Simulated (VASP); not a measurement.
# Ge5W (P6/mmm) in VASP: single point with PBE

Aim: the single point of Ge5W with PBE.

Everything below comes from runs of VASP 6.6.1. Logs are shortened: lines on timing, memory, paths and dates and some standing lists are left out, and cuts for length are marked.

### Step 1. The cell of the first run

The structure is hexagonal, space group P6/mmm (No. 191). The conventional cell has a = 5.037 Å, b = 5.037 Å, c = 5.255 Å, α = 90.00°, β = 90.00°, γ = 120.00°. Ge (site symmetry -6m2) has 3 W at 2.91 Å and 9 Ge at 2.91 to 3.00 Å within 3.8 Å. Within 3.3 Å of Ge (site symmetry mmm) lie 8 Ge at 2.52 to 3.00 Å. Within 3.8 Å of W (site symmetry 6/mmm) lie 18 Ge at 2.91 to 3.64 Å.

The cell was generated, and may not be a known phase.

### Step 2. Single point, PBE

Input file INCAR:

```
SYSTEM = Ge5W
ALGO = Normal
EDIFF = 1E-7
ENCUT = 520
GGA = PE
ISIF = 2
ISMEAR = 0
LASPH = .True.
LCHARG = .True.
LELF = .True.
LREAL = .False.
LVHAR = .True.
LWAVE = .False.
NBANDS = 51
NELM = 80
PREC = Accurate
SIGMA = 0.1
```

Input file KPOINTS:

```
k-points
0
Gamma
  12 12 8
  0 0 0
```

Input file POSCAR:

```
Ge5W
1.0
    5.0373051544      0.0000000027      0.0000000000
   -2.5186525795      4.3624342290      0.0000000000
    0.0000000000      0.0000000000      5.2554861503
Ge W
5 1
Direct
    0.3333333333      0.6666666667      0.0000000000
    0.6666666667      0.3333333333      0.0000000000
    0.5000000000      0.0000000000      0.5000000000
    0.5000000000      0.5000000000      0.5000000000
    0.0000000000      0.5000000000      0.5000000000
    0.0000000000      0.0000000000      0.0000000000
```

Potentials or basis: VASP PAW PBE potentials, release 64 (Ge_d, W_sv).

Started as:

```sh
> cat potpaw_PBE.64/Ge_d/POTCAR potpaw_PBE.64/W_sv/POTCAR > POTCAR
> mpirun -np 1 vasp_std > vasp.out
```

OUTCAR:

```text
SYSTEM = Ge5W
   EDIFF = 1E-7
   ENCUT = 520
   GGA = PE
   ISIF = 2
   ISMEAR = 0
   LASPH = .True.
   LREAL = .False.
   NELM = 80
   PREC = Accurate

 ion  position               nearest neighbor table
   1  0.333  0.667  0.000-   6 2.91   2 2.91   2 2.91   6 2.91   6 2.91   2 2.91
   2  0.667  0.333  0.000-   6 2.91   1 2.91   1 2.91   6 2.91   6 2.91   1 2.91
   3  0.500  0.000  0.500-   4 2.52   4 2.52   5 2.52   5 2.52
   4  0.500  0.500  0.500-   5 2.52   5 2.52   3 2.52   3 2.52
   5  0.000  0.500  0.500-   4 2.52   4 2.52   3 2.52   3 2.52
   6  0.000  0.000  0.000-   1 2.91   2 2.91   2 2.91   1 2.91   2 2.91   1 2.91

  LATTYP: Found a hexagonal cell.
 ALAT       =     5.0373051544
 C/A-ratio  =     1.0433130393

  Lattice vectors:

 A1 = (   5.0373051544,   0.0000000027,   0.0000000000)
 A2 = (  -2.5186525795,   4.3624342290,   0.0000000000)
 A3 = (   0.0000000000,   0.0000000000,   5.2554861503)

Analysis of symmetry for initial positions (statically):
=====================================================================
 Subroutine PRICEL returns:
 Original cell was already a primitive cell.

 Routine SETGRP: Setting up the symmetry group for a
 hexagonal supercell.

 Subroutine GETGRP returns: Found 24 space group operations
 (whereof 24 operations were pure point group operations)
 out of a pool of 24 trial point group operations.

The static configuration has the point symmetry D_6h.

Analysis of symmetry for dynamics (positions and initial velocities):
=====================================================================
 Subroutine PRICEL returns:
 Original cell was already a primitive cell.

 Routine SETGRP: Setting up the symmetry group for a
 hexagonal supercell.

 Subroutine GETGRP returns: Found 24 space group operations
 (whereof 24 operations were pure point group operations)
 out of a pool of 24 trial point group operations.

The dynamic configuration has the point symmetry D_6h.

 Subroutine INISYM returns: Found 24 space group operations
 (whereof 24 operations are pure point group operations),
 and found     1 'primitive' translations

----------------------------------------------------------------------------------------

                                     Primitive cell

  volume of cell :     115.4888

  direct lattice vectors                    reciprocal lattice vectors
     5.037305154  0.000000003  0.000000000     0.198518845  0.114614909  0.000000000
    -2.518652579  4.362434229  0.000000000    -0.000000000  0.229229817  0.000000000
     0.000000000  0.000000000  5.255486150     0.000000000  0.000000000  0.190277354

  length of vectors
     5.037305154  5.037305154  5.255486150     0.229229817  0.229229817  0.190277354

  position of ions in fractional coordinates (direct lattice)
     0.333333333  0.666666667  0.000000000
     0.666666667  0.333333333  0.000000000
     0.500000000  1.000000000  0.500000000
     0.500000000  0.500000000  0.500000000
     0.000000000  0.500000000  0.500000000
     0.000000000  0.000000000  0.000000000

  ion indices of the primitive-cell ions
   primitive index   ion index
                 1           1
                 2           2
                 3           3
                 4           4
                 5           5
                 6           6

----------------------------------------------------------------------------------------

 KPOINTS: k-points

Automatic generation of k-mesh.
 Grid dimensions read from file:
 generate k-points for:   12   12    8

 Generating k-lattice:

  Cartesian coordinates                     Fractional coordinates (reciprocal lattice)
     0.016543237  0.009551242  0.000000000     0.083333333 -0.000000000  0.000000000
    -0.000000000  0.019102485  0.000000000    -0.000000000  0.083333333  0.000000000
     0.000000000  0.000000000  0.023784669     0.000000000  0.000000000  0.125000000

  Length of vectors
     0.019102485  0.019102485  0.023784669

  Shift w.r.t. Gamma in fractional coordinates (k-lattice)
     0.000000000  0.000000000  0.000000000

 Subroutine IBZKPT returns following result:
 ===========================================

 Found     95 irreducible k-points:

 Following reciprocal coordinates:
            Coordinates               Weight
  0.000000  0.000000  0.000000      1.000000
  0.083333 -0.000000  0.000000      6.000000
  0.166667 -0.000000  0.000000      6.000000
  0.250000  0.000000  0.000000      6.000000
  0.333333  0.000000  0.000000      6.000000
  0.416667  0.000000  0.000000      6.000000
[... 16 lines left out ...]
  0.250000  0.000000  0.125000     12.000000
  0.333333  0.000000  0.125000     12.000000
 [... further k-points ...]
   k-points           NKPTS =     95   k-points in BZ     NKDIM =     95   number of bands    NBANDS=     51
   number of dos      NEDOS =    301   number of ions     NIONS =      6
   total plane-waves  NPLWV =  64000
   dimension x,y,z NGX =    40 NGY =   40 NGZ =   40
   dimension x,y,z NGXF=    80 NGYF=   80 NGZF=   80
   ions per type =               5   1
   NGX,Y,Z   is equivalent  to a cutoff of  13.20, 13.20, 12.65 a.u.
   NGXF,Y,Z  is equivalent  to a cutoff of  26.40, 26.40, 25.31 a.u.
 SYSTEM =  Ge5W
   PREC   = accura    normal or accurate (medium, high low for compatibility)
   ISTART =      0    job   : 0-new  1-cont  2-samecut
   ICHARG =      2    charge: 1-file 2-atom 10-const
   ISPIN  =      1    spin polarized calculation?
   LNONCOLLINEAR =      F non collinear calculations
   LSORBIT =      F    spin-orbit coupling
   LASPH  =      T    aspherical Exc in radial PAW
   ENCUT  =  520.0 eV  38.22 Ry    6.18 a.u.   9.37  9.37  9.77*2*pi/ulx,y,z
   NELM   =     80;   NELMIN=  2; NELMDL= -5     # of ELM steps
   EDIFF  = 0.1E-06   stopping-criterion for ELM
   LREAL  =      F    real-space projection
   EDIFFG = 0.1E-05   stopping-criterion for IOM
   NSW    =      0    number of steps for IOM
   IBRION =     -1    ionic relax: 0-MD 1-quasi-New 2-CG
   NFREE  =      0    steps in history (QN), initial steepest desc. (CG)
   ISIF   =      2    stress and relaxation
   ISYM   =      2    0-nonsym 1-usesym 2-fastsym
   POTIM  = 0.5000    time-step for ionic-motion
   TEBEG  =    0.0;   TEEND  =   0.0 temperature during run
   PSTRESS=    0.0 pullay stress
   NELECT =      84.0000    total number of electrons
   NUPDOWN=      -1.0000    fix difference up-down
   EMIN   =  10.00;   EMAX   =-10.00  energy-range for DOS
   EFERMI =   0.00;   METHOD = LEGACY
   ISMEAR =     0;   SIGMA  =   0.10  broadening in eV -4-tet -1-fermi 0-gaus
   EFERMI_NEDOS =   21; number of points for ismear=-14 and -15
   IALGO  =     38    algorithm
   IMIX   =      4    mixing-type and parameters
     AMIX     =   0.40;   BMIX     =  1.00
     AMIX_MAG =   1.60;   BMIX_MAG =  1.00
  volume/ion in A,a.u.               =      19.25       129.89
  Fermi-wavevector in a.u.,A,eV,Ry     =   1.472272  2.782190 29.491763  2.167583
  Thomas-Fermi vector in A             =   2.587306
   LORBIT       =      0    0 simple, 1 ext, 2 COOP (PROOUT), +10 PAW based schemes
   GGA     = PE    functional components
   LHFCALC =     F    Hartree Fock is set to
   AEXX    =    0.0000 exact exchange contribution
   IVDW    =     0    specifies the selected vdW correction
   LEPSILON=     F    determine dielectric tensor
   LRPA    =     F    only Hartree local field effects (RPA)
 non-spin polarized calculation
 Gauss-broadening in eV      SIGMA  =   0.10
  energy-cutoff  :      520.00
  volume of cell :      115.49
 maximum number of plane-waves:      3139
 NGX is ok and might be reduce to    40
   NGX = 19   NGY = 19   NGZ = 19

 number of electron      84.0000036 magnetization

 Free energy of the ion-electron system (eV)
  ---------------------------------------------------
  ext. energy  EPLUGINS =         0.00000000
  ---------------------------------------------------
  free energy    TOTEN  =       -29.90253017 eV

  energy without entropy =      -29.87604207  energy(sigma->0) =      -29.88928612

 E-fermi :   6.8455     XC(G=0): -11.3481

 val. band max:        6.8389839876   @ k =   0.3333   0.2500   0.2500
 cond. band min:       6.8514064160   @ k =   0.2500   0.1667   0.2500
 fundamental gap:      0.0124224284
 Fermi energy:         6.8455049541

 k-point     1 :       0.0000    0.0000    0.0000
  band No.  band energies     occupation
      1     -67.3794      2.00000
      2     -31.5727      2.00000
      3     -31.4846      2.00000
      4     -31.4846      2.00000
      5     -18.2651      2.00000
      6     -18.1807      2.00000
[... 43 lines left out ...]
     50      10.5500      0.00000
     51      10.5500      0.00000

 k-point     2 :       0.0833   -0.0000    0.0000
  band No.  band energies     occupation
      1     -67.3794      2.00000
      2     -31.5727      2.00000
      3     -31.4847      2.00000
      4     -31.4846      2.00000
      5     -18.2594      2.00000
      6     -18.1791      2.00000
[... 43 lines left out ...]
     50      10.8129      0.00000
     51      10.8879      0.00000

 k-point     3 :       0.1667   -0.0000    0.0000
  band No.  band energies     occupation
      1     -67.3794      2.00000
      2     -31.5727      2.00000
      3     -31.4849      2.00000
      4     -31.4846      2.00000
      5     -18.2438      2.00000
      6     -18.1735      2.00000
[... 43 lines left out ...]
     50      11.3842      0.00000
     51      11.6296      0.00000
[... 1027 lines left out ...]
 k-point    23 :       0.2500    0.0000    0.1250
  band No.  band energies     occupation
      1     -67.3794      2.00000
      2     -31.5727      2.00000
      3     -31.4852      2.00000
      4     -31.4847      2.00000
      5     -18.2236      2.00000
      6     -18.1606      2.00000
[... 43 lines left out ...]
     50      11.4492      0.00000
     51      11.9134      0.00000

 k-point    24 :       0.3333    0.0000    0.1250
  band No.  band energies     occupation
      1     -67.3794      2.00000
      2     -31.5727      2.00000
      3     -31.4855      2.00000
      4     -31.4847      2.00000
      5     -18.2079      2.00000
      6     -18.1345      2.00000
[... 43 lines left out ...]
     50      11.5666      0.00000
     51      11.7721      0.00000

 [... further k-points ...]

------------------------ aborting loop because EDIFF is reached ----------------------------------------

  FORCE on cell =-STRESS in cart. coord.  units (eV):
  Direction    XX          YY          ZZ          XY          YZ          ZX
  --------------------------------------------------------------------------------------
  -------------------------------------------------------------------------------------
  Total        0.0323013      0.0323013      0.0347870      0.0000000     -0.0000000      0.0000000
  in kB        0.4481154      0.4481154      0.4825997      0.0000000     -0.0000000      0.0000000
  external PRESSURE =       0.4596102 kB  Pullay stress =       0.0000000 kB

 VOLUME and BASIS-vectors are now :
 -----------------------------------------------------------------------------
  energy-cutoff  :      520.00
  volume of cell :      115.49
      direct lattice vectors                 reciprocal lattice vectors
     5.037305154  0.000000003  0.000000000     0.198518845  0.114614909  0.000000000
    -2.518652579  4.362434229  0.000000000    -0.000000000  0.229229817  0.000000000
     0.000000000  0.000000000  5.255486150     0.000000000  0.000000000  0.190277354

 POSITION                                       TOTAL-FORCE (eV/Angst)
 -----------------------------------------------------------------------------------
     -0.00000      2.90829      0.00000        -0.000000      0.000000      0.000000
      2.51865      1.45414      0.00000         0.000000      0.000000      0.000000
      2.51865      0.00000      2.62774         0.000000     -0.000000      0.000000
      1.25933      2.18122      2.62774         0.000000     -0.000000      0.000000
     -1.25933      2.18122      2.62774         0.000000     -0.000000      0.000000
      0.00000      0.00000      0.00000         0.000000     -0.000000      0.000000
 -----------------------------------------------------------------------------------
    total drift:                               -0.000000     -0.000000      0.000000

  FREE ENERGIE OF THE ION-ELECTRON SYSTEM (eV)
  ---------------------------------------------------
  free  energy   TOTEN  =       -29.9025301678 eV

  energy  without entropy=      -29.8760420727  energy(sigma->0) =      -29.88928612
```

Wall time 9.4 min (1 thread of Intel Xeon Platinum 8259CL at 2.50GHz (Skylake/Cascade Lake), shared host); peak memory 0.54 GiB.

What came out:

| Quantity | Value |
| --- | --- |
| Free energy | -29.9025 eV |
| Pressure | 0.0 GPa |
| Band gap on the k mesh | zero (bands 42 and 43 overlap by 1.08 eV) |

Caveat: spin-orbit coupling is left out, which moves the levels of the heavy elements.
